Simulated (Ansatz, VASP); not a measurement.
## TiC in VASP and in Ansatz

```xyz
2
Lattice="0.0000 2.1640 2.2289 2.1640 0.0000 2.2289 2.1640 2.1640 0.0000" Properties=species:S:1:pos:R:3 pbc="T T T"
Ti    0.0000    0.0000    0.0000
C     2.1640    2.1640    2.2289
```

Change from the starting cell: strain +0.000 along x and y, +0.030 along z, atoms carried along.

Alike in both runs: task single point; functional PBEsol; k mesh 18 × 18 × 18; occupations gaussian, width 0.15 eV; no spin polarisation.

|  | VASP | Ansatz |
| --- | --- | --- |
| version | VASP 6.6.1 | Ansatz 0.2.0 |
| potentials or method | VASP PAW PBE potentials, release 64 (Ti_sv, C), cutoff 520 eV | scalar-relativistic, plane waves, PAW |
| valence electrons in the cell | 16 | 16 |

Ansatz gave:

- gap on the k mesh at the Fermi level (eV): none
- pressure (GPa): -12.5
- traceless stress, the component that is largest in VASP (GPa): -6.25

Which values does VASP return?

gap on the k mesh at the Fermi level (eV): none; pressure (GPa): -12.3; traceless stress, the component that is largest in VASP (GPa): -6.29.

VASP's potentials were made for PBE, not for PBEsol. A gap of «none» marks a metal or a gap that the smearing closes. With one functional, cell and mesh, what is left measures potentials, basis and numerics.
